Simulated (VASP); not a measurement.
S, 1 atom in the cell. The structure is cubic, space group Fm-3m (No. 225). The conventional cell has a = 3.978 Å, b = 3.978 Å, c = 3.978 Å, α = 90.00°, β = 90.00°, γ = 90.00°. Within 3.7 Å of S (site symmetry m-3m) lie 12 S at 2.81 Å. 

```yaml
Program: VASP 6.6.1
Task: single point
Functional: PBE
Potentials_or_basis: VASP PAW PBE potentials, release 64 (S)
Cutoff: 520 eV
k_mesh: 10 × 10 × 10
Occupations: fermi-dirac, width 0.05 eV
Spin: no spin polarisation
Dipole_correction: no
Further_INCAR_settings: ALGO = Normal; EDIFF = 1e-06; NBANDS = 9
```

Potentials or basis: VASP PAW PBE potentials, release 64 (S).

Run with:

```sh
$ cat potpaw_PBE.64/S/POTCAR > POTCAR
$ mpirun -np 1 vasp_std > vasp.out
```

Hardware: 1 thread of AMD EPYC 9R45 96-Core Processor (Zen 5), on a shared host.

**Question.** Estimate the wall time of this run.

**Answer.** Wall time 3.2 s on 1 thread of AMD EPYC 9R45 96-Core Processor (Zen 5) (shared host), peak memory 0.1 GiB. Counts: scf iterations 9, k points 47.
